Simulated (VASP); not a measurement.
WS2, 6 atoms in the cell. It takes space group P6_3/mmc (No. 194, hexagonal). The conventional cell has a = 3.184 Å, b = 3.184 Å, c = 12.978 Å, α = 90.00°, β = 90.00°, γ = 120.00°. W (site symmetry -6m2) has 6 S at 2.41 Å and 6 W at 3.18 Å within 3.2 Å. Within 3.2 Å of S (site symmetry 3m) lie 3 W at 2.41 Å and 7 S at 3.12 to 3.18 Å. 

| Quantity | Value |
| --- | --- |
| Program | VASP 6.6.1 |
| Task | single point |
| Functional | r2SCAN |
| Potentials or basis | VASP PAW PBE potentials, release 64 (W_sv, S) |
| Cutoff | 520 eV |
| k mesh | 6 × 6 × 2 |
| Occupations | gaussian, width 0.1 eV |
| Spin | no spin polarisation |
| Dipole correction | no |
| Further INCAR settings | ALGO = Normal; EDIFF = 1e-06; NBANDS = 35 |

Potentials or basis: VASP PAW PBE potentials, release 64 (W_sv, S).

Run with:

```console
$ cat potpaw_PBE.64/W_sv/POTCAR potpaw_PBE.64/S/POTCAR > POTCAR
$ cp INCAR.step1 INCAR
$ mpirun -np 1 vasp_std > vasp.out
$ cp INCAR.step2 INCAR
$ mpirun -np 1 vasp_std > vasp.out
```

Hardware: 1 thread of AMD EPYC 7R13 Processor (Zen 3) (shared host).

**Question.** How long does it take, and how much memory?

**Answer.** It took 3 min on 1 thread of AMD EPYC 7R13 Processor (Zen 3), with other jobs on the host, peak memory 0.22 GiB. Counts: k points 14.
